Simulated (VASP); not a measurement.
The system is GeW.

```
Ge W
1.0
     0.00000    2.57761    2.57761
     2.57761    0.00000    2.57761
     2.57761    2.57761    0.00000
Ge W
1 1
Cartesian
  2.5776 2.5776 2.5776
  0.0000 0.0000 0.0000
```

* Program: VASP 6.6.1
* Task: relaxation of cell and atoms
* Functional: PBEsol
* Potentials or basis: VASP PAW PBE potentials, release 64 (Ge_d, W_sv)
* Cutoff: 600 eV
* k mesh: 9 × 9 × 9
* Occupations: fermi-dirac, width 0.05 eV
* Spin: no spin polarisation

At the start: pressure -5.5 GPa; volume 17.13 Å³/atom.

Question: Where does the relaxation end?

Answer: Over 6 steps the energy falls by 9.2 meV/atom and the volume is 16.59 Å³/atom (-3.1 %); space group Fm-3m (No. 225, to 0.05 Å).

Step by step:
```csv
step,energy change (eV),largest force (eV/Å),pressure (GPa),volume (Å³)
1,0.0000,0.0000,-5.46,34.25
2,0.0422,0.0000,11.43,31.44
3,-0.0184,0.0000,-0.12,33.23
4,-0.0184,0.0000,-0.12,33.21
5,-0.0146,0.0000,2.67,32.74
6,-0.0184,0.0000,-0.01,33.19
```

Final structure:
```xyz
2
Lattice="0.0000 2.5506 2.5506 2.5506 0.0000 2.5506 2.5506 2.5506 0.0000" Properties=species:S:1:pos:R:3 pbc="T T T"
Ge    2.5506    2.5506    2.5506
W     0.0000    0.0000    0.0000
```

Caveat: the PAW data sets were made with another functional, which shifts forces and pressure a little.
